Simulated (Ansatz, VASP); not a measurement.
## Sn: VASP beside Ansatz

File INCAR:

```
PREC = Accurate ; ENCUT = 520
EDIFF = 1E-6 ; ISMEAR = -1
SIGMA = 0.03 ; LREAL = F
LASPH = T ; NELM = 60
ALGO = Normal ; ISIF = 2
LWAVE = F ; LCHARG = F
GGA = PE ; NBANDS = 21
```

KPOINTS

```
regular mesh
0
Gamma
  9 9 9
```

The input POSCAR:

```
Sn
1.0
    0.0000000000      3.2456000000      3.2131440000
    3.2456000000      0.0000000000      3.2131440000
    3.2456000000      3.2456000000      0.0000000000
Sn
2
Direct
    0.5000000000      0.5000000000      0.5000000000
    0.7500000000      0.7500000000      0.7500000000
```

Input for Ansatz:

```yaml
crystal:
  lattice:
    - [0.0, 3.2456, 3.213144]
    - [3.2456, 0.0, 3.213144]
    - [3.2456, 3.2456, 0.0]
  atoms:
    - { symbol: Sn, position: [0.5, 0.5, 0.5] }
    - { symbol: Sn, position: [0.75, 0.75, 0.75] }
kpoints:
  mp_grid: { grid: [9, 9, 9] }
  band_path:
    path:
      - [0.0, 0.0, 0.0]
      - [0.0, 0.5, 0.5]
      - [0.25, 0.75, 0.5]
      - [0.0, 0.5, 0.0]
      - [0.0, 0.0, 0.0]
      - [0.5, 0.5, 0.0]
      - [0.3775380063, 0.6224619937, 0.0]
      - [-0.3775380063, 0.3775380063, 0.0]
      - [0.0, 0.0, 0.0]
    npoints: 5
scf:
  occupations: { method: fermi_dirac, width: 0.03 }
hamiltonian:
  xc: pbe
  pseudopotentials: { kind: all_electron, lapw: { basis_error: 0.00025 } }
output:
  forces: true
  stress: true
  eigenvalues: true
```

Change from the starting cell: zz strain of -1 %.

Alike in both runs: task single point; functional PBE; k mesh 9 × 9 × 9; occupations fermi-dirac, width 0.03 eV; no spin polarisation.

|  | VASP | Ansatz |
| --- | --- | --- |
| version | VASP 6.6.1 | Ansatz 0.2.0 |
| potentials or method | VASP PAW PBE potentials, release 64 (Sn_d), cutoff 520 eV | all-electron LAPW, scalar-relativistic |

```csv
,VASP,Ansatz,Ansatz less VASP
pressure (GPa),3.7,3.7,+0.04
"traceless stress, the component that is largest in VASP (GPa)",0.20,0.20,-0.001
```

Ansatz ran all-electron here, and VASP with PAW potentials.
